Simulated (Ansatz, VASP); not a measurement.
# One calculation of Ir, two programs

```
Ir
1.0
     2.73119    0.00000    0.00000
    -1.36559    2.36528    0.00000
     0.00000    0.00000    4.36917
Ir
2
Direct
  0.33333 0.66667 0.25000
  0.66667 0.33333 0.75000
```

Alike in both runs: functional PBEsol; k mesh 6 × 6 × 4; occupations gaussian, width 0.1 eV; no spin polarisation.

Ansatz relaxed the structure, and its values are those at the end. VASP's run is a single point on that final structure, the one shown.

```csv
,VASP,Ansatz
version,VASP 6.6.1,Ansatz 0.2.0
potentials or method,"VASP PAW PBE potentials, release 64 (Ir), cutoff 520 eV","scalar-relativistic, plane waves, PAW"
valence electrons in the cell,18,34
```

```csv
,VASP,Ansatz,Ansatz less VASP
gap on the k mesh at the Fermi level (eV),none,none,-
pressure (GPa),1.0,0.0,-0.97
```

VASP's potentials were made for PBE, not for PBEsol. A gap of «none» marks a metal or a gap that the smearing closes. VASP's potentials hold 18 valence electrons a cell and Ansatz's 34, so a difference there can come from the potentials and not from the codes.

The k mesh is coarse, so the values compare programs but aren't converged. Neither program's run includes spin-orbit coupling.
